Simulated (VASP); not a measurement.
Crystal: SbPt.

```
Pt Sb
1.0
     0.00000    2.81852    2.81852
     2.81852    0.00000    2.81852
     2.81852    2.81852    0.00000
Pt Sb
1 1
Direct
  0.00000 0.00000 0.00000
  0.50000 0.50000 0.50000
```

* Program: VASP 6.6.1
* Task: relaxation of cell and atoms
* Functional: RPBE
* Potentials or basis: VASP PAW PBE potentials, release 64 (Pt, Sb)
* Cutoff: 500 eV
* k mesh: 6 × 6 × 6
* Occupations: methfessel-paxton, width 0.0709 eV
* Spin: no spin polarisation

At the start: pressure -3.5 GPa; volume 22.39 Å³/atom.

**Question.** Where does the relaxation end?

**Answer.** Over 3 steps the energy falls by 8.0 meV/atom and the volume is 21.68 Å³/atom (-3.2 %); space group Fm-3m (No. 225, to 0.1 Å) before and after.

Step by step:
| step | energy change (eV) | largest force (eV/Å) | pressure (GPa) | volume (Å³) |
| --- | --- | --- | --- | --- |
| 1 | 0.0000 | 0.0000 | -3.45 | 44.78 |
| 2 | 0.0074 | 0.0000 | 4.84 | 41.73 |
| 3 | -0.0160 | 0.0000 | -0.02 | 43.35 |

Final structure:
```
CELL_PARAMETERS angstrom
0.00000 2.78824 2.78824
2.78824 0.00000 2.78824
2.78824 2.78824 0.00000
ATOMIC_POSITIONS crystal
Pt 0.00000 0.00000 0.00000
Sb 0.50000 0.50000 0.50000
```

Caveat: the PAW data sets were made with another functional, which shifts forces and pressure a little.
